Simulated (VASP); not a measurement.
## Bi: single point with PBEsol

Bi:

```
Bi
1.0
     4.62802    0.00000    0.00000
    -2.31401    4.00799    0.00000
     0.00000    0.00000   12.06100
Bi
2
Direct
  0.33333 0.66667 0.25000
  0.66667 0.33333 0.75000
```

This isn't the form of Bi at room conditions, which is rhombohedral.

* Program: VASP 6.6.1
* Task: single point
* Functional: PBEsol
* Potentials or basis: VASP PAW PBE potentials, release 64 (Bi_d)
* Cutoff: 520 eV
* k mesh: 9 × 9 × 3
* Occupations: fermi-dirac, width 0.03 eV
* Spin: no spin polarisation

* Pressure: -3.2 GPa
* Band gap on the k mesh: zero (bands 15 and 16 overlap by 1.93 eV)

Stress tensor (GPa, compression positive):
```
-4.66  0.00  0.00
 0.00 -4.66  0.00
 0.00  0.00 -0.33
```

Levels at points of the mesh, in eV from the Fermi level:
| k point | band 13 | band 14 | band 15 | band 16 | band 17 | band 18 |
| --- | --- | --- | --- | --- | --- | --- |
| (0.00, 0.00, 0.00) | -0.75 | -0.31 | 1.28 | 1.28 | 1.29 | 1.29 |

It took 88 s on 1 thread of Intel(R) Xeon(R) Platinum 8259CL CPU @ 2.50GHz (Skylake/Cascade Lake), with other jobs on the host, peak memory 0.36 GiB.

Caveat: the cell stands under tension; the PAW data sets were made with another functional, which shifts forces and pressure a little; spin-orbit coupling is left out, which moves the levels of the heavy elements.
